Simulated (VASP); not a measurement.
A run of VASP 6.6.1 is set up as follows.

INCAR

```
SYSTEM = Mg2Re
ALGO = Fast
EDIFF = 1E-7
ENCUT = 520
GGA = PE
ISIF = 2
ISMEAR = 0
LASPH = .TRUE.
LCHARG = .TRUE.
LELF = .TRUE.
LREAL = .FALSE.
LVHAR = .TRUE.
LWAVE = .FALSE.
NBANDS = 12
NELM = 80
PREC = Accurate
SIGMA = 0.1
```

Contents of KPOINTS:

```
k-points
0
G
  6 6 6
  0 0 0
```

POSCAR

```
Mg2Re
1.0
   -2.0241907071      2.0241907071      3.3198809027
    2.0241907071     -2.0241907071      3.3198809027
    2.0241907071      2.0241907071     -3.3198809027
Mg Re
2 1
Direct
    0.5930000000      0.5930000000      0.0000000000
    0.4070000000      0.4070000000      0.0000000000
    0.0000000000      0.0000000000      0.0000000000
```

Potentials or basis: VASP PAW PBE potentials, release 64 (Mg, Re).

Command:

```bash
$ cat potpaw_PBE.64/Mg/POTCAR potpaw_PBE.64/Re/POTCAR > POTCAR
$ mpirun -np 1 vasp_std > vasp.out
```

(1) Estimate the largest force.

(2) What does it give for the pressure?

Answers

(1) 24.421 eV/Å.

(2) 15.5 GPa.

Caveat: the k points lie up to 0.37 Å⁻¹ apart; forces of over 1 eV/Å act on the atoms, so gaps and moduli don't describe the material at rest.
